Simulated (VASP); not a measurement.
A run of VASP 6.6.1:

INCAR

```
ALGO = Normal ; EDIFF = 1E-7
ENCUT = 520 ; GGA = PE
ISIF = 2 ; ISMEAR = 0
LASPH = True ; LCHARG = False
LREAL = False ; LWAVE = False
NBANDS = 28 ; NELM = 60
PREC = Accurate ; SIGMA = 0.01
```

KPOINTS

```
k-points
0
Gamma
  4 4 4
```

Contents of POSCAR:

```
PbS
1.0
    2.0637484146     -5.8692756833      0.0000000000
    2.0637484146      5.8692756833      0.0000000000
    0.0000000000      0.0000000000      4.2604423703
Pb S
2 2
Direct
    0.8722772600      0.1277227400      0.7500000000
    0.1277227400      0.8722772600      0.2500000000
    0.6436799886      0.3563200114      0.7500000000
    0.3563200114      0.6436799886      0.2500000000
```

Potentials or basis: VASP PAW PBE potentials, release 64 (Pb_d, S).

Run with:

```bash
$ cat potpaw_PBE.64/Pb_d/POTCAR potpaw_PBE.64/S/POTCAR > POTCAR
$ mpirun -np 1 vasp_std > vasp.out
```

Hardware: 1 thread of Intel(R) Xeon(R) Platinum 8259CL CPU @ 2.50GHz (Skylake/Cascade Lake), on a shared host.

**Question.** How long does it take, and how much memory?

**Answer.** It took 84 s on 1 thread of Intel(R) Xeon(R) Platinum 8259CL CPU @ 2.50GHz (Skylake/Cascade Lake), with other jobs on the host, peak memory 0.27 GiB. Counts: scf iterations 17, k points 21.
